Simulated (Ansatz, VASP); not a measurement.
## Two plane-wave programs on Ba

The input INCAR:

```
SYSTEM = Ba
  PREC = Accurate
  ENCUT = 520
  EDIFF = 1E-6
  ISMEAR = -1
  SIGMA = 0.1
  LREAL = .False.
  LASPH = .True.
  NELM = 60
  ALGO = Normal
  ISIF = 2
  LWAVE = .False.
  LCHARG = .False.
  GGA = RP
  NBANDS = 22
```

Contents of KPOINTS:

```
Automatic mesh
0
Gamma
  6 6 8
  0 0 0
```

The input POSCAR:

```
Ba
1.0
    7.3040016049      0.0000000000      0.0000000000
   -3.6520008024      6.3254509392      0.0000000000
    0.0000000000      0.0000000000      4.3393086742
Ba
3
Direct
    1.0000000000      0.0000000000      1.0000000000
    0.3333333333      0.6666666667      0.5000000000
    0.6666666667      0.3333333333      0.5000000000
```

Input for Ansatz:

```yaml
crystal:
  lattice:
    - [7.3040016049, 0.0, 0.0]
    - [-3.6520008024, 6.3254509392, 0.0]
    - [0.0, 0.0, 4.3393086742]
  atoms:
    - { symbol: Ba, position: [1.0, 0.0, 1.0] }
    - { symbol: Ba, position: [0.3333333333, 0.6666666667, 0.5] }
    - { symbol: Ba, position: [0.6666666667, 0.3333333333, 0.5] }
hamiltonian:
  xc: rpbe
  pseudopotentials:
    kind: paw
    azcp:
      Ba: "pseudopotentials/Ba.paw.azcp"
basis:
  ecutwfc: 420
  fft_grid_basis: typed
kpoints:
  mp_grid: { grid: [6, 6, 8], shift: [0, 0, 0] }
magnetization:
  spin_polarized: false
scf:
  occupations: { method: fermi_dirac, width: 0.1 }
  lower_state_search: "off"
output:
  stress: true
```

Alike in both runs: task single point; functional RPBE; k mesh 6 × 6 × 8; occupations fermi-dirac, width 0.1 eV; no spin polarisation.

|  | VASP | Ansatz |
| --- | --- | --- |
| version | VASP 6.6.1 | Ansatz 0.2.0 |
| potentials or method | VASP PAW PBE potentials, release 64 (Ba_sv), cutoff 520 eV | plane waves (420 eV) with PAW, scalar-relativistic |
| valence electrons in the cell | 30 | 30 |

Ansatz gave:

| Quantity | Value |
| --- | --- |
| pressure (GPa) | 0.3 |

**Question.** Which values does VASP return?

**Answer.** Pressure (GPa): 0.4.

VASP's potentials were made for PBE, not for RPBE. With one functional, cell and mesh, what is left measures potentials, basis and numerics.

Neither program's run includes spin-orbit coupling.
